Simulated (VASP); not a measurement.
A run of VASP 6.6.1 is set up as follows.

INCAR

```
SYSTEM = ZnCd2Se3
  PREC = Accurate
  ENCUT = 520
  EDIFF = 1E-7
  ISMEAR = 0
  SIGMA = 0.1
  LREAL = .FALSE.
  LASPH = .TRUE.
  NELM = 60
  ALGO = Normal
  ISIF = 2
  LWAVE = .FALSE.
  LCHARG = .TRUE.
  GGA = PE
  LELF = .TRUE.
  LVHAR = .TRUE.
  NBANDS = 36
```

KPOINTS

```
Automatic mesh
0
G
  4 4 2
  0 0 0
```

File POSCAR:

```
ZnCd2Se3
1.0
    4.0752600000      0.0000000000      0.0000000000
    0.0000000000      4.0752600000      0.0000000000
    0.0000000000      0.0000000000      8.9781803900
Zn Cd Se
1 2 3
Direct
    0.0000000000      0.0000000000      0.0000000000
    0.0000000000      0.5000000000      0.7315000300
    0.5000000000      0.0000000000      0.2684999700
    0.0000000000      0.5000000000      0.3835000100
    0.5000000000      0.0000000000      0.6164999900
    0.5000000000      0.5000000000      0.0000000000
```

Potentials or basis: VASP PAW PBE potentials, release 64 (Zn, Cd, Se).

Launch:

```sh
$ cat potpaw_PBE.64/Zn/POTCAR potpaw_PBE.64/Cd/POTCAR potpaw_PBE.64/Se/POTCAR > POTCAR
$ mpirun -np 1 vasp_std > vasp.out
```

Task: Estimate the largest force.

Result: 0.814 eV/Å.

Task: Estimate the pressure.

Result: -5.3 GPa.

Stress tensor (GPa, compression positive):
```
-6.51  0.00  0.00
 0.00 -6.51  0.00
 0.00  0.00 -2.86
```

Caveat: the k points lie up to 0.39 Å⁻¹ apart.
